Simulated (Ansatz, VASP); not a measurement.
**AlN: VASP beside Ansatz**

```
CELL_PARAMETERS angstrom
-1.63784 2.83682 0.00000
0.00000 0.00000 4.10063
4.91352 2.83682 0.00000
ATOMIC_POSITIONS crystal
Al 0.47093 0.75000 0.28316
Al 0.00000 0.75000 0.66667
Al 0.00000 0.25000 0.33333
Al 0.50000 0.25000 0.83333
N 0.50000 0.25000 0.16667
N 0.00000 0.25000 0.66667
N 0.00000 0.75000 0.33333
N 0.50000 0.75000 0.83333
```

Alike in both runs: task single point; functional LDA; k mesh 8 × 6 × 4; occupations gaussian, width 0.05 eV; no spin polarisation.

```csv
,VASP,Ansatz
version,VASP 6.6.1,Ansatz 0.2.0
potentials or method,"VASP PAW LDA potentials, release 64 (Al, N), cutoff 520 eV","scalar-relativistic, plane waves, PAW"
valence electrons in the cell,32,32
```

Ansatz gave:

```
gap on the k mesh at the Fermi level (eV)                     : 2.27
least direct gap on the mesh (eV)                             : 2.30
pressure (GPa)                                                : 11.4
traceless stress, the component that is largest in VASP (GPa) : -18.85
rms of the force components (eV/Å)                            : 2.508
```

Task: Estimate VASP's values.

Result: gap on the k mesh at the Fermi level (eV): 2.25; least direct gap on the mesh (eV): 2.30; pressure (GPa): 12.4; traceless stress, the component that is largest in VASP (GPa): -19.44; rms of the force components (eV/Å): 2.543.

Ansatz warns that its potentials were made for another functional, while VASP's fit it. LDA's correlation is that of Perdew and Zunger in VASP and of Perdew and Wang (1992) in Ansatz. Atom by atom the forces differ by 0.042 eV/Å (rms over components).
